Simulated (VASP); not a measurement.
# MnO (R-3m) in VASP: a series of runs

The runs below take MnO through electric field gradients, with PBE.

Everything below comes from runs of VASP 6.6.1. Logs are shortened: lines on timing, memory, paths and dates and some standing lists are left out, and cuts for length are marked.

## (1) The cell of the first run

It takes space group R-3m (No. 166, trigonal). The conventional cell has a = 3.127 Å, b = 3.127 Å, c = 7.774 Å, α = 90.00°, β = 90.00°, γ = 120.00°. Within 2.9 Å of Mn (site symmetry -3m) lie 6 O at 2.22 Å. Within 2.9 Å of O (site symmetry -3m) lie 6 Mn at 2.22 Å.

## (2) Electric field gradients, PBE, collinear spin, ferromagnetic start (equal xy, yz and zx shear strains of +1 %)

Input file INCAR:

```
ALGO = Normal
EDIFF = 1E-8
ENCUT = 520
GGA = PE
ISIF = 2
ISMEAR = -1
ISPIN = 2
LASPH = T
LCHARG = F
LEFG = T
LMAXMIX = 4
LORBIT = 11
LREAL = F
LWAVE = F
MAGMOM = 4 0
NBANDS = 20
NELM = 150
PREC = Accurate
SIGMA = 0.05
```

Input file KPOINTS:

```
k-points
0
Gamma
  16 16 16
```

Input file POSCAR:

```
MnO
1.0
    0.0222200000      2.2331100000      2.2331100000
    2.2331100000      0.0222200000      2.2331100000
    2.2331100000      2.2331100000      0.0222200000
Mn O
1 1
Direct
    0.0000000000      0.0000000000      0.0000000000
    0.5000000000      0.5000000000      0.5000000000
```

Potentials or basis: VASP PAW PBE potentials, release 64 (Mn_pv, O).

Run with:

```console
cat potpaw_PBE.64/Mn_pv/POTCAR potpaw_PBE.64/O/POTCAR > POTCAR
mpirun -np 1 vasp_std > vasp.out
```

OUTCAR:

```text
EDIFF = 1E-8
   ENCUT = 520
   GGA = PE
   ISIF = 2
   ISMEAR = -1
   ISPIN = 2
   LASPH = T
   LORBIT = 11
   LREAL = F
   NELM = 150
   PREC = Accurate

 ion  position               nearest neighbor table
   1  0.000  0.000  0.000-   2 2.22   2 2.22   2 2.22   2 2.22   2 2.22   2 2.22
   2  0.500  0.500  0.500-   1 2.22   1 2.22   1 2.22   1 2.22   1 2.22   1 2.22

  LATTYP: Found a trigonal (rhomboedric) cell.
 ALAT       =     3.1581726160
 COS(alpha) =     0.5099250056

  Lattice vectors:

 A1 = (   0.0222200000,   2.2331100000,   2.2331100000)
 A2 = (   2.2331100000,   0.0222200000,   2.2331100000)
 A3 = (   2.2331100000,   2.2331100000,   0.0222200000)

Analysis of symmetry for initial positions (statically):
=====================================================================
 Subroutine PRICEL returns:
 Original cell was already a primitive cell.

 Routine SETGRP: Setting up the symmetry group for a
 trigonal (rhombohedral) supercell.

 Subroutine GETGRP returns: Found 12 space group operations
 (whereof 12 operations were pure point group operations)
 out of a pool of 12 trial point group operations.

The static configuration has the point symmetry D_3d.

Analysis of symmetry for dynamics (positions and initial velocities):
=====================================================================
 Subroutine PRICEL returns:
 Original cell was already a primitive cell.

 Routine SETGRP: Setting up the symmetry group for a
 trigonal (rhombohedral) supercell.

 Subroutine GETGRP returns: Found 12 space group operations
 (whereof 12 operations were pure point group operations)
 out of a pool of 12 trial point group operations.

The dynamic configuration has the point symmetry D_3d.

Analysis of structural, dynamic, and magnetic symmetry:
=====================================================================
 Subroutine PRICEL returns:
 Original cell was already a primitive cell.

 Routine SETGRP: Setting up the symmetry group for a
 trigonal (rhombohedral) supercell.

 Subroutine GETGRP returns: Found 12 space group operations
 (whereof 12 operations were pure point group operations)
 out of a pool of 12 trial point group operations.

The overall configuration has the point symmetry D_3d.

 Subroutine INISYM returns: Found 12 space group operations
 (whereof 12 operations are pure point group operations),
 and found     1 'primitive' translations

----------------------------------------------------------------------------------------

                                     Primitive cell

  volume of cell :      21.9396

  direct lattice vectors                    reciprocal lattice vectors
     0.022220000  2.233110000  2.233110000    -0.227272839  0.225033698  0.225033698
     2.233110000  0.022220000  2.233110000     0.225033698 -0.227272839  0.225033698
     2.233110000  2.233110000  0.022220000     0.225033698  0.225033698 -0.227272839

  length of vectors
     3.158172616  3.158172616  3.158172616     0.391066841  0.391066841  0.391066841

  position of ions in fractional coordinates (direct lattice)
     0.000000000  0.000000000  0.000000000
     0.500000000  0.500000000  0.500000000

  ion indices of the primitive-cell ions
   primitive index   ion index
                 1           1
                 2           2

----------------------------------------------------------------------------------------

 KPOINTS: k-points

Automatic generation of k-mesh.
 Grid dimensions read from file:
 generate k-points for:   16   16   16

 Generating k-lattice:

  Cartesian coordinates                     Fractional coordinates (reciprocal lattice)
[... 59 lines left out ...]
   NELM   =    150;   NELMIN=  2; NELMDL= -5     # of ELM steps
   EDIFF  = 0.1E-07   stopping-criterion for ELM
   LREAL  =      F    real-space projection
   EDIFFG = 0.1E-06   stopping-criterion for IOM
   NSW    =      0    number of steps for IOM
   IBRION =     -1    ionic relax: 0-MD 1-quasi-New 2-CG
   NFREE  =      0    steps in history (QN), initial steepest desc. (CG)
   ISIF   =      2    stress and relaxation
   ISYM   =      2    0-nonsym 1-usesym 2-fastsym
   POTIM  = 0.5000    time-step for ionic-motion
   TEBEG  =    0.0;   TEEND  =   0.0 temperature during run
   PSTRESS=    0.0 pullay stress
   NELECT =      19.0000    total number of electrons
   NUPDOWN=      -1.0000    fix difference up-down
   EMIN   =  10.00;   EMAX   =-10.00  energy-range for DOS
   EFERMI =   0.00;   METHOD = LEGACY
   ISMEAR =    -1;   SIGMA  =   0.05  broadening in eV -4-tet -1-fermi 0-gaus
   EFERMI_NEDOS =   21; number of points for ismear=-14 and -15
   IALGO  =     38    algorithm
   IMIX   =      4    mixing-type and parameters
     AMIX     =   0.40;   BMIX     =  1.00
     AMIX_MAG =   1.60;   BMIX_MAG =  1.00
  volume/ion in A,a.u.               =      10.97        74.03
  Fermi-wavevector in a.u.,A,eV,Ry     =   1.560449  2.948820 33.130184  2.435000
  Thomas-Fermi vector in A             =   2.663659
   LORBIT       =     11    0 simple, 1 ext, 2 COOP (PROOUT), +10 PAW based schemes
   GGA     = PE    functional components
   LHFCALC =     F    Hartree Fock is set to
   AEXX    =    0.0000 exact exchange contribution
   IVDW    =     0    specifies the selected vdW correction
   LEPSILON=     F    determine dielectric tensor
   LRPA    =     F    only Hartree local field effects (RPA)
 spin polarized calculation
  energy-cutoff  :      520.00
  volume of cell :       21.94
 maximum number of plane-waves:       606
   NGX = 11   NGY = 11   NGZ = 11

 number of electron      18.9999992 magnetization       4.7615359

 Free energy of the ion-electron system (eV)
  ---------------------------------------------------
  ext. energy  EPLUGINS =         0.00000000
  ---------------------------------------------------
  free energy    TOTEN  =       -16.40495559 eV

  energy without entropy =      -16.39708757  energy(sigma->0) =      -16.40102158

 E-fermi :   7.5615     XC(G=0): -11.8714

 val. band max:        7.5594642777   @ k =  -0.3750   0.1875   0.0625
 cond. band min:       7.5634733315   @ k =   0.4375   0.4375   0.3750
 fundamental gap:      0.0040090538
 Fermi energy:         7.5615033225

 spin component 1

 k-point     1 :       0.0000    0.0000    0.0000
  band No.  band energies     occupation
      1     -42.8197      1.00000
      2     -42.8197      1.00000
      3     -42.8162      1.00000
      4     -12.7263      1.00000
      5       3.7429      1.00000
      6       3.8308      1.00000
[... 541 lines left out ...]
     19      27.4107      0.00000
     20      28.7721      0.00000

 [... further k-points ...]

 spin component 2

 k-point     1 :       0.0000    0.0000    0.0000
  band No.  band energies     occupation
      1     -38.1637      1.00000
      2     -38.1637      1.00000
      3     -38.1566      1.00000
      4     -12.2869      1.00000
      5       4.1227      1.00000
      6       4.2169      1.00000
[... 541 lines left out ...]
     19      29.3437      0.00000
     20      30.8834      0.00000

 [... further k-points ...]

------------------------ aborting loop because EDIFF is reached ----------------------------------------

  FORCE on cell =-STRESS in cart. coord.  units (eV):
  Direction    XX          YY          ZZ          XY          YZ          ZX
  --------------------------------------------------------------------------------------
  -------------------------------------------------------------------------------------
  Total        0.0084054      0.0084054      0.0084054     -0.0892920     -0.0892920     -0.0892920
  in kB        0.6138183      0.6138183      0.6138183     -6.5206853     -6.5206853     -6.5206853
  external PRESSURE =       0.6138183 kB  Pullay stress =       0.0000000 kB

 VOLUME and BASIS-vectors are now :
 -----------------------------------------------------------------------------
  energy-cutoff  :      520.00
  volume of cell :       21.94
      direct lattice vectors                 reciprocal lattice vectors
     0.022220000  2.233110000  2.233110000    -0.227272839  0.225033698  0.225033698
     2.233110000  0.022220000  2.233110000     0.225033698 -0.227272839  0.225033698
     2.233110000  2.233110000  0.022220000     0.225033698  0.225033698 -0.227272839

 POSITION                                       TOTAL-FORCE (eV/Angst)
 -----------------------------------------------------------------------------------
      0.00000      0.00000      0.00000         0.000000     -0.000000      0.000000
      2.24422      2.24422      2.24422        -0.000000      0.000000     -0.000000
 -----------------------------------------------------------------------------------
    total drift:                                0.000000     -0.000000     -0.000000

  FREE ENERGIE OF THE ION-ELECTRON SYSTEM (eV)
  ---------------------------------------------------
  free  energy   TOTEN  =       -16.4049555914 eV

  energy  without entropy=      -16.3970875719  energy(sigma->0) =      -16.40102158

 Electric field gradients (V/A^2)
---------------------------------------------------------------------
 ion       V_xx      V_yy      V_zz      V_xy      V_xz      V_yz
---------------------------------------------------------------------
   1      -0.000    -0.000    -0.000    -0.763    -0.763    -0.763
   2      -0.000    -0.000    -0.000     2.011     2.011     2.011
---------------------------------------------------------------------

 Electric field gradients after diagonalization (V/A^2)
 (convention: |V_zz| > |V_xx| > |V_yy|)
----------------------------------------------------------------------
 ion       V_xx      V_yy      V_zz     asymmetry (V_yy - V_xx)/ V_zz
----------------------------------------------------------------------
   1       0.763     0.763    -1.526       0.000
   2      -2.011    -2.011     4.023       0.000
----------------------------------------------------------------------

           NMR quadrupolar parameters

 Cq : quadrupolar parameter    Cq=e*Q*V_zz/h
 eta: asymmetry parameters     (V_yy - V_xx)/ V_zz
 Q  : nuclear electric quadrupole moment in mb (millibarn)
----------------------------------------------------------------------
 ion       Cq(MHz)       eta       Q (mb)
----------------------------------------------------------------------
   1      -0.004       0.000       1.000
   2       0.010       0.000       1.000
----------------------------------------------------------------------

 total charge

# of ion       s       p       d       tot
------------------------------------------
    1        0.203   6.176   4.976  11.355
    2        1.561   3.415   0.000   4.976
--------------------------------------------------
tot          1.764   9.591   4.976  16.331

 magnetization (x)

# of ion       s       p       d       tot
------------------------------------------
    1        0.034   0.026   4.264   4.325
    2        0.030   0.170   0.000   0.201
--------------------------------------------------
tot          0.065   0.196   4.264   4.525
```

Wall time 3.3 min (1 thread of Intel Xeon Platinum 8488C (Sapphire Rapids), shared host); peak memory 0.36 GiB.

Results:

* Free energy: -16.4050 eV
* Pressure: 0.1 GPa
* Net moment: 4.76 μB per cell
* Site moments: Mn +4.33; O +0.20 μB
* Largest electric field gradient by atom: Mn -1.5; O +4.0 V/Å²
* Valence electrons inside the program's atomic spheres: Mn 11.36; O 4.98

Stress tensor (GPa, compression positive):
```
 0.06 -0.65 -0.65
-0.65  0.06 -0.65
-0.65 -0.65  0.06
```

Electric field gradients, principal values (V/Å²):
| atom | least | middle | greatest (by size) |
| --- | --- | --- | --- |
| 1 Mn | 0.763 | 0.763 | -1.526 |
| 2 O | -2.011 | -2.011 | 4.023 |

Caveat: the cell differs from its parent crystal (equal xy, yz and zx shear strains of +1 %); without QUAD_EFG the Cq values of the log hold for a quadrupole moment of 1 mb, not for the nuclei; a cell with one magnetic atom can't hold antiferromagnetic order, which such compounds often take; semilocal functionals often make such compounds metallic where correlation or magnetic order opens a gap, which also shifts bond lengths.

## (3) Electric field gradients, PBE, collinear spin, ferromagnetic start (equal xy, yz and zx shear strains of -2 %)

Input file INCAR:

```
SYSTEM = MnO
PREC = Accurate
ENCUT = 520
EDIFF = 1E-8
ISMEAR = -1
SIGMA = 0.05
LREAL = .False.
LASPH = .True.
NELM = 150
ALGO = Normal
ISIF = 2
LWAVE = .False.
LCHARG = .False.
ISPIN = 2
MAGMOM = 4 0
LORBIT = 11
LMAXMIX = 4
GGA = PE
LEFG = .True.
NBANDS = 20
```

Input file KPOINTS:

```
Automatic mesh
0
Gamma
  16 16 16
  0 0 0
```

Input file POSCAR:

```
MnO
1.0
   -0.0444400000      2.1997800000      2.1997800000
    2.1997800000     -0.0444400000      2.1997800000
    2.1997800000      2.1997800000     -0.0444400000
Mn O
1 1
Direct
    0.0000000000      0.0000000000      0.0000000000
    0.5000000000      0.5000000000      0.5000000000
```

Potentials or basis: VASP PAW PBE potentials, release 64 (Mn_pv, O).

Run with:

```console
cat potpaw_PBE.64/Mn_pv/POTCAR potpaw_PBE.64/O/POTCAR > POTCAR
mpirun -np 1 vasp_std > vasp.out
```

OUTCAR:

```text
SYSTEM = MnO
   PREC = Accurate
   ENCUT = 520
   EDIFF = 1E-8
   ISMEAR = -1
   LREAL = .False.
   LASPH = .True.
   NELM = 150
   ISIF = 2
   ISPIN = 2
   LORBIT = 11
   GGA = PE

 ion  position               nearest neighbor table
   1  0.000  0.000  0.000-   2 2.22   2 2.22   2 2.22   2 2.22   2 2.22   2 2.22
   2  0.500  0.500  0.500-   1 2.22   1 2.22   1 2.22   1 2.22   1 2.22   1 2.22

  LATTYP: Found a trigonal (rhomboedric) cell.
 ALAT       =     3.1112761064
 COS(alpha) =     0.4797000918

  Lattice vectors:

 A1 = (  -0.0444400000,   2.1997800000,   2.1997800000)
 A2 = (   2.1997800000,  -0.0444400000,   2.1997800000)
[... 1347 lines left out ...]

 Electric field gradients after diagonalization (V/A^2)
 (convention: |V_zz| > |V_xx| > |V_yy|)
----------------------------------------------------------------------
 ion       V_xx      V_yy      V_zz     asymmetry (V_yy - V_xx)/ V_zz
----------------------------------------------------------------------
   1      -1.584    -1.584     3.168       0.000
   2       3.879     3.879    -7.759       0.000
----------------------------------------------------------------------

           NMR quadrupolar parameters

 Cq : quadrupolar parameter    Cq=e*Q*V_zz/h
 eta: asymmetry parameters     (V_yy - V_xx)/ V_zz
 Q  : nuclear electric quadrupole moment in mb (millibarn)
----------------------------------------------------------------------
 ion       Cq(MHz)       eta       Q (mb)
----------------------------------------------------------------------
   1       0.008       0.000       1.000
   2      -0.019       0.000       1.000
----------------------------------------------------------------------

 total charge

# of ion       s       p       d       tot
------------------------------------------
    1        0.203   6.176   4.976  11.355
    2        1.561   3.414   0.000   4.976
--------------------------------------------------
tot          1.765   9.591   4.976  16.331

 magnetization (x)

# of ion       s       p       d       tot
------------------------------------------
    1        0.034   0.026   4.264   4.324
    2        0.030   0.170   0.000   0.201
--------------------------------------------------
tot          0.065   0.196   4.264   4.524
```

stdout:

```text
POSCAR found type information on POSCAR MnO
 POSCAR found :  2 types and       2 ions
 scaLAPACK will be used
 LDA part: xc-table for (Slater+PW92), standard interpolation
 POSCAR, INCAR and KPOINTS ok, starting setup
 FFT: planning ... GRIDC
 FFT: planning ... GRID_SOFT
 FFT: planning ... GRID
 WAVECAR not read
 entering main loop
ion   1

ion   2
```

Wall time 3.5 min (1 thread of Intel Xeon Platinum 8259CL at 2.50GHz (Skylake/Cascade Lake), shared host); peak memory 0.36 GiB.

Results:

```
Free energy                                           : -16.4011 eV
Pressure                                              : 0.1 GPa
Net moment                                            : 4.76 μB per cell
Site moments                                          : Mn +4.32; O +0.20 μB
Largest electric field gradient by atom               : Mn +3.2; O -7.8 V/Å²
Valence electrons inside the program's atomic spheres : Mn 11.36; O 4.98
```

Electric field gradients, principal values (V/Å²):
| atom | least | middle | greatest (by size) |
| --- | --- | --- | --- |
| 1 Mn | -1.584 | -1.584 | 3.168 |
| 2 O | 3.879 | 3.879 | -7.759 |

Caveat: the cell differs from its parent crystal (equal xy, yz and zx shear strains of -2 %); without QUAD_EFG the Cq values of the log hold for a quadrupole moment of 1 mb, not for the nuclei; a cell with one magnetic atom can't hold antiferromagnetic order, which such compounds often take; semilocal functionals often make such compounds metallic where correlation or magnetic order opens a gap, which also shifts bond lengths.

(Continued in part 2 of 3.)
